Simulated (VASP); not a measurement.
# Ga (I4/mmm) in VASP: single point with r2SCAN

Aim: the single point of Ga with r2SCAN.

All numbers are computed with VASP 6.6.1; they aren't measurements. Logs are shortened: lines on timing, memory, paths and dates and some standing lists are left out, and cuts for length are marked.

### Step 1. The cell of the first run

It takes space group I4/mmm (No. 139, tetragonal). Conventional cell: a = 2.808 Å, b = 2.808 Å, c = 4.324 Å, α = 90.00°, β = 90.00°, γ = 90.00°. Ga (site symmetry 4/mmm) has 12 Ga at 2.81 to 2.94 Å within 3.7 Å.

### Step 2. Single point, r2SCAN (strain +0.000 along x and y, -0.030 along z)

Contents of POSCAR:

```
Ga
1.0
   -1.4040000000      1.4040000000      2.1621300000
    1.4040000000     -1.4040000000      2.1621300000
    1.4040000000      1.4040000000     -2.1621300000
Ga
1
Direct
    0.0000000000      0.0000000000      0.0000000000
```

Contents of INCAR.step1:

```
SYSTEM = Ga
ALGO = Normal
EDIFF = 1E-4
ENCUT = 520
GGA = PE
ISMEAR = 0
LASPH = .True.
LCHARG = .False.
LREAL = .False.
LWAVE = .True.
NBANDS = 12
NELM = 60
PREC = Accurate
SIGMA = 0.15
```

Contents of INCAR.step2:

```
SYSTEM = Ga
ALGO = Normal
EDIFF = 1E-6
ENCUT = 520
ISIF = 2
ISMEAR = 0
ISTART = 1
LASPH = .True.
LCHARG = .True.
LELF = .True.
LMIXTAU = .True.
LREAL = .False.
LVHAR = .True.
LWAVE = .False.
METAGGA = R2SCAN
NBANDS = 12
NELM = 60
PREC = Accurate
SIGMA = 0.15
```

Contents of KPOINTS:

```
k-points
0
Gamma
  24 24 24
  0 0 0
```

Potentials or basis: VASP PAW PBE potentials, release 64 (Ga_d).

Command:

```
cat potpaw_PBE.64/Ga_d/POTCAR > POTCAR
cp INCAR.step1 INCAR
mpirun -np 1 vasp_std > vasp.out
cp INCAR.step2 INCAR
mpirun -np 1 vasp_std > vasp.out
```

OUTCAR:

```text
SYSTEM = Ga
   EDIFF = 1E-6
   ENCUT = 520
   ISIF = 2
   ISMEAR = 0
   ISTART = 1
   LASPH = .True.
   LREAL = .False.
   METAGGA = R2SCAN
   NELM = 60
   PREC = Accurate

 ion  position               nearest neighbor table
   1  0.000  0.000  0.000-

  LATTYP: Found a body centered tetragonal cell.
 ALAT       =     2.8080000000
 C/A-ratio  =     1.5399786325

  Lattice vectors:

 A1 = (  -1.4040000000,   1.4040000000,   2.1621300000)
 A2 = (   1.4040000000,  -1.4040000000,   2.1621300000)
 A3 = (   1.4040000000,   1.4040000000,  -2.1621300000)

Analysis of symmetry for initial positions (statically):
=====================================================================
 Subroutine PRICEL returns:
 Original cell was already a primitive cell.

 Routine SETGRP: Setting up the symmetry group for a
 body centered tetragonal supercell.

 Subroutine GETGRP returns: Found 16 space group operations
 (whereof 16 operations were pure point group operations)
 out of a pool of 16 trial point group operations.

The static configuration has the point symmetry D_4h.

Analysis of symmetry for dynamics (positions and initial velocities):
=====================================================================
 Subroutine PRICEL returns:
 Original cell was already a primitive cell.

 Routine SETGRP: Setting up the symmetry group for a
 body centered tetragonal supercell.

 Subroutine GETGRP returns: Found 16 space group operations
 (whereof 16 operations were pure point group operations)
 out of a pool of 16 trial point group operations.

The dynamic configuration has the point symmetry D_4h.

 Subroutine INISYM returns: Found 16 space group operations
 (whereof 16 operations are pure point group operations),
 and found     1 'primitive' translations

----------------------------------------------------------------------------------------

                                     Primitive cell

  volume of cell :      17.0481

  direct lattice vectors                    reciprocal lattice vectors
    -1.404000000  1.404000000  2.162130000     0.000000000  0.356125356  0.231253440
     1.404000000 -1.404000000  2.162130000     0.356125356  0.000000000  0.231253440
     1.404000000  1.404000000 -2.162130000     0.356125356  0.356125356  0.000000000

  length of vectors
     2.935513266  2.935513266  2.935513266     0.424621505  0.424621505  0.503637309

  position of ions in fractional coordinates (direct lattice)
     0.000000000  0.000000000  0.000000000

  ion indices of the primitive-cell ions
   primitive index   ion index
                 1           1

----------------------------------------------------------------------------------------

 KPOINTS: k-points

Automatic generation of k-mesh.
 Grid dimensions read from file:
 generate k-points for:   24   24   24

 Generating k-lattice:

  Cartesian coordinates                     Fractional coordinates (reciprocal lattice)
     0.000000000  0.014838557  0.009635560     0.041666667  0.000000000  0.000000000
     0.014838557  0.000000000  0.009635560     0.000000000  0.041666667  0.000000000
     0.014838557  0.014838557  0.000000000     0.000000000  0.000000000  0.041666667

  Length of vectors
     0.017692563  0.017692563  0.020984888

  Shift w.r.t. Gamma in fractional coordinates (k-lattice)
     0.000000000  0.000000000  0.000000000

 Subroutine IBZKPT returns following result:
 ===========================================

 Found   1063 irreducible k-points:

 Following reciprocal coordinates:
            Coordinates               Weight
  0.000000  0.000000  0.000000      1.000000
  0.041667 -0.000000  0.000000      8.000000
  0.083333 -0.000000  0.000000      8.000000
  0.125000 -0.000000  0.000000      8.000000
  0.166667 -0.000000  0.000000      8.000000
  0.208333 -0.000000  0.000000      8.000000
[... 16 lines left out ...]
  0.416667  0.041667  0.000000     16.000000
  0.458333  0.041667  0.000000     16.000000
 [... further k-points ...]
   k-points           NKPTS =   1063   k-points in BZ     NKDIM =   1063   number of bands    NBANDS=     12
   number of dos      NEDOS =    301   number of ions     NIONS =      1
   total plane-waves  NPLWV =  13824
   dimension x,y,z NGX =    24 NGY =   24 NGZ =   24
   dimension x,y,z NGXF=    48 NGYF=   48 NGZF=   48
   ions per type =               1
   NGX,Y,Z   is equivalent  to a cutoff of  13.59, 13.59, 13.59 a.u.
   NGXF,Y,Z  is equivalent  to a cutoff of  27.18, 27.18, 27.18 a.u.
 SYSTEM =  Ga
   PREC   = accura    normal or accurate (medium, high low for compatibility)
   ISTART =      1    job   : 0-new  1-cont  2-samecut
   ICHARG =      0    charge: 1-file 2-atom 10-const
   ISPIN  =      1    spin polarized calculation?
   LNONCOLLINEAR =      F non collinear calculations
   LSORBIT =      F    spin-orbit coupling
   LASPH  =      T    aspherical Exc in radial PAW
   ENCUT  =  520.0 eV  38.22 Ry    6.18 a.u.   5.46  5.46  5.46*2*pi/ulx,y,z
   NELM   =     60;   NELMIN=  2; NELMDL=  0     # of ELM steps
   EDIFF  = 0.1E-05   stopping-criterion for ELM
   LREAL  =      F    real-space projection
   EDIFFG = 0.1E-04   stopping-criterion for IOM
   NSW    =      0    number of steps for IOM
   IBRION =     -1    ionic relax: 0-MD 1-quasi-New 2-CG
   NFREE  =      0    steps in history (QN), initial steepest desc. (CG)
   ISIF   =      2    stress and relaxation
   ISYM   =      2    0-nonsym 1-usesym 2-fastsym
   POTIM  = 0.5000    time-step for ionic-motion
   TEBEG  =    0.0;   TEEND  =   0.0 temperature during run
   PSTRESS=    0.0 pullay stress
   NELECT =      13.0000    total number of electrons
   NUPDOWN=      -1.0000    fix difference up-down
   EMIN   =  10.00;   EMAX   =-10.00  energy-range for DOS
   EFERMI =   0.00;   METHOD = LEGACY
   ISMEAR =     0;   SIGMA  =   0.15  broadening in eV -4-tet -1-fermi 0-gaus
   EFERMI_NEDOS =   21; number of points for ismear=-14 and -15
   IALGO  =     38    algorithm
   IMIX   =      4    mixing-type and parameters
     AMIX     =   0.40;   BMIX     =  1.00
     AMIX_MAG =   1.60;   BMIX_MAG =  1.00
  volume/ion in A,a.u.               =      17.05       115.05
  Fermi-wavevector in a.u.,A,eV,Ry     =   1.495652  2.826373 30.435899  2.236975
  Thomas-Fermi vector in A             =   2.607769
   LORBIT       =      0    0 simple, 1 ext, 2 COOP (PROOUT), +10 PAW based schemes
   METAGGA = R2SCAN    functional components
   LHFCALC =     F    Hartree Fock is set to
   AEXX    =    0.0000 exact exchange contribution
   IVDW    =     0    specifies the selected vdW correction
   LEPSILON=     F    determine dielectric tensor
   LRPA    =     F    only Hartree local field effects (RPA)
 non-spin polarized calculation
 Gauss-broadening in eV      SIGMA  =   0.15
  energy-cutoff  :      520.00
  volume of cell :       17.05
 maximum number of plane-waves:       473
 NGX is ok and might be reduce to    24
   NGX = 11   NGY = 11   NGZ = 11

 number of electron      13.0000000 magnetization

 Free energy of the ion-electron system (eV)
  ---------------------------------------------------
  ext. energy  EPLUGINS =         0.00000000
  ---------------------------------------------------
  free energy    TOTEN  =       -11.30312766 eV

  energy without entropy =      -11.29924558  energy(sigma->0) =      -11.30118662

 E-fermi :   6.4852     XC(G=0): -12.7772

 val. band max:        6.4842708360   @ k =   0.2500   0.2083   0.1667
 cond. band min:       6.4988834646   @ k =  -0.3750  -0.4583   0.2917
 fundamental gap:      0.0146126286
 Fermi energy:         6.4851686853

 k-point     1 :       0.0000    0.0000    0.0000
  band No.  band energies     occupation
      1      -9.1836      2.00000
      2      -9.0779      2.00000
      3      -9.0778      2.00000
      4      -9.0126      2.00000
      5      -8.8968      2.00000
      6      -6.0466      2.00000
      7      20.5982      0.00000
      8      20.5983      0.00000
      9      20.7922      0.00000
     10      23.7466      0.00000
     11      23.9448      0.00000
     12      24.5126      0.00000

 k-point     2 :       0.0417   -0.0000    0.0000
  band No.  band energies     occupation
      1      -9.1810      2.00000
      2      -9.0785      2.00000
      3      -9.0753      2.00000
      4      -9.0123      2.00000
      5      -8.8981      2.00000
      6      -5.9958      2.00000
      7      19.8562      0.00000
      8      20.5070      0.00000
      9      20.5514      0.00000
     10      23.0929      0.00000
     11      24.3330      0.00000
     12      24.6891      0.00000

 k-point     3 :       0.0833   -0.0000    0.0000
  band No.  band energies     occupation
      1      -9.1743      2.00000
      2      -9.0807      2.00000
      3      -9.0680      2.00000
      4      -9.0104      2.00000
      5      -8.9016      2.00000
      6      -5.8430      2.00000
      7      18.1710      0.00000
      8      20.0722      0.00000
      9      20.2775      0.00000
     10      22.7822      0.00000
     11      24.8639      0.00000
     12      25.1709      0.00000

 k-point     4 :       0.1250   -0.0000    0.0000
  band No.  band energies     occupation
      1      -9.1665      2.00000
      2      -9.0856      2.00000
      3      -9.0573      2.00000
      4      -9.0042      2.00000
      5      -8.9062      2.00000
      6      -5.5866      2.00000
      7      16.2580      0.00000
      8      19.5011      0.00000
      9      19.9909      0.00000
     10      22.6211      0.00000
     11      24.9048      0.00000
     12      25.8610      0.00000

 k-point     5 :       0.1667   -0.0000    0.0000
  band No.  band energies     occupation
      1      -9.1620      2.00000
      2      -9.0939      2.00000
      3      -9.0456      2.00000
      4      -8.9903      2.00000
      5      -8.9098      2.00000
      6      -5.2253      2.00000
      7      14.3272      0.00000
      8      18.9262      0.00000
      9      19.7073      0.00000
     10      22.5028      0.00000
     11      24.2634      0.00000
     12      26.6332      0.00000
[... 228 lines left out ...]
      1      -9.2061      2.00000
      2      -9.1371      2.00000
      3      -9.0435      2.00000
      4      -8.8768      2.00000
      5      -8.8599      2.00000
      6      -2.4180      2.00000
      7       6.7797      0.00549
      8      16.9839      0.00000
      9      18.3208      0.00000
     10      21.3592      0.00000
     11      22.5701      0.00000
     12      24.5996      0.00000

 k-point    22 :       0.3750    0.0417    0.0000
  band No.  band energies     occupation
      1      -9.2209      2.00000
      2      -9.1447      2.00000
      3      -9.0512      2.00000
      4      -8.8561      2.00000
      5      -8.8381      2.00000
      6      -1.4987      2.00000
      7       5.2350      2.00000
      8      16.7276      0.00000
      9      18.2541      0.00000
     10      21.1276      0.00000
     11      22.4079      0.00000
     12      24.3052      0.00000

 k-point    23 :       0.4167    0.0417    0.0000
  band No.  band energies     occupation
      1      -9.2326      2.00000
      2      -9.1499      2.00000
      3      -9.0577      2.00000
      4      -8.8440      2.00000
      5      -8.8177      2.00000
      6      -0.4794      2.00000
      7       3.7848      2.00000
      8      16.5099      0.00000
      9      18.2795      0.00000
     10      20.9900      0.00000
     11      22.2018      0.00000
     12      24.2611      0.00000

 k-point    24 :       0.4583    0.0417    0.0000
  band No.  band energies     occupation
      1      -9.2396      2.00000
      2      -9.1525      2.00000
      3      -9.0618      2.00000
      4      -8.8385      2.00000
      5      -8.8044      2.00000
      6       0.6273      2.00000
      7       2.4424      2.00000
      8      16.3491      0.00000
      9      18.3690      0.00000
     10      20.9363      0.00000
     11      22.0334      0.00000
     12      24.4135      0.00000

 [... further k-points ...]

------------------------ aborting loop because EDIFF is reached ----------------------------------------

  FORCE on cell =-STRESS in cart. coord.  units (eV):
  Direction    XX          YY          ZZ          XY          YZ          ZX
  --------------------------------------------------------------------------------------
  -------------------------------------------------------------------------------------
  Total        0.3175907      0.3175907      0.3230487      0.0000000     -0.0000000      0.0000000
  in kB       29.8471099     29.8471099     30.3600562      0.0000000     -0.0000000      0.0000000
  external PRESSURE =      30.0180920 kB  Pullay stress =       0.0000000 kB

 VOLUME and BASIS-vectors are now :
 -----------------------------------------------------------------------------
  energy-cutoff  :      520.00
  volume of cell :       17.05
      direct lattice vectors                 reciprocal lattice vectors
    -1.404000000  1.404000000  2.162130000     0.000000000  0.356125356  0.231253440
     1.404000000 -1.404000000  2.162130000     0.356125356  0.000000000  0.231253440
     1.404000000  1.404000000 -2.162130000     0.356125356  0.356125356  0.000000000

 POSITION                                       TOTAL-FORCE (eV/Angst)
 -----------------------------------------------------------------------------------
      0.00000      0.00000      0.00000         0.000000      0.000000     -0.000000
 -----------------------------------------------------------------------------------
    total drift:                                0.000000      0.000000     -0.000000

  FREE ENERGIE OF THE ION-ELECTRON SYSTEM (eV)
  ---------------------------------------------------
  free  energy   TOTEN  =       -11.3031276577 eV

  energy  without entropy=      -11.2992455821  energy(sigma->0) =      -11.30118662
```

Wall time 15 min (1 thread of Intel Xeon 8259CL, shared host); peak memory 0.33 GiB.

Results:

- Free energy: -11.3031 eV
- Pressure: 3.0 GPa
- Band gap on the k mesh: zero (an odd number of electrons rules out a gap without spin polarisation)

Caveat: the cell differs from its parent crystal (strain +0.000 along x and y, -0.030 along z); the cell stands under pressure; the PAW data sets were made with another functional, which shifts forces and pressure a little.
